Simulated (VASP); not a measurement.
The system is Sc3BN2.

```
Sc B N
1.0
     5.86464    0.00000    0.00000
    -2.93232    5.07893    0.00000
     0.00000    0.00000    3.88981
Sc B N
3 1 2
Direct
  0.50000 0.00000 0.00000
  0.00000 0.50000 0.00000
  0.50000 0.50000 0.00000
  0.00000 0.00000 0.00000
  0.00000 0.00000 0.33902
  0.00000 0.00000 0.66098
```

The cell was generated, and may not be a known phase.

| Property | Result |
| --- | --- |
| Program | VASP 6.6.1 |
| Task | relaxation of cell and atoms |
| Functional | PBE |
| Potentials or basis | VASP PAW PBE potentials, release 64 (Sc_sv, B, N) |
| Cutoff | 600 eV |
| k mesh | 6 × 6 × 10 |
| Occupations | gaussian, width 0.1 eV |
| Spin | no spin polarisation |

At the start: pressure 0.0 GPa; volume 19.31 Å³/atom.

Question: Where does the relaxation end?

Answer: Over 14 steps the energy falls by 2.6 meV/atom and the volume is 19.73 Å³/atom (+2.2 %); space group P6/mmm (No. 191, to 0.1 Å) before and after.

The path:
| step | energy change (eV) | largest force (eV/Å) | pressure (GPa) | volume (Å³) |
| --- | --- | --- | --- | --- |
| 1 | 0.0000 | 0.5467 | 0.04 | 115.86 |
| 2 | 0.0904 | 4.1695 | 2.18 | 115.94 |
| 3 | -0.0057 | 0.2566 | 0.38 | 115.88 |
| 4 | -0.0114 | 0.2013 | 0.83 | 116.55 |
| 5 | -0.0116 | 0.1186 | 0.75 | 116.43 |
| 6 | -0.0153 | 0.2134 | 0.21 | 118.07 |
| 7 | -0.0153 | 0.2221 | 0.20 | 118.11 |
| 8 | -0.0084 | 0.8941 | -0.63 | 119.57 |
| 9 | -0.0157 | 0.0111 | 0.03 | 118.40 |
| 10 | -0.0157 | 0.0059 | 0.02 | 118.39 |
| 11 | -0.0157 | 0.0014 | 0.02 | 118.39 |
| 12 | -0.0158 | 0.0142 | -0.01 | 118.39 |
| 13 | -0.0158 | 0.0115 | 0.00 | 118.39 |
| 14 | -0.0158 | 0.0090 | 0.00 | 118.39 |

Final structure:
```
CELL_PARAMETERS angstrom
5.94563 0.00000 0.00000
-2.97282 5.14907 0.00000
0.00000 0.00000 3.86702
ATOMIC_POSITIONS crystal
Sc 0.50000 0.00000 0.00000
Sc 0.00000 0.50000 0.00000
Sc 0.50000 0.50000 0.00000
B 0.00000 0.00000 0.00000
N 0.00000 0.00000 0.33976
N 0.00000 0.00000 0.66024
```

Caveat: the standard files for N, O and F lose accuracy on very short bonds.
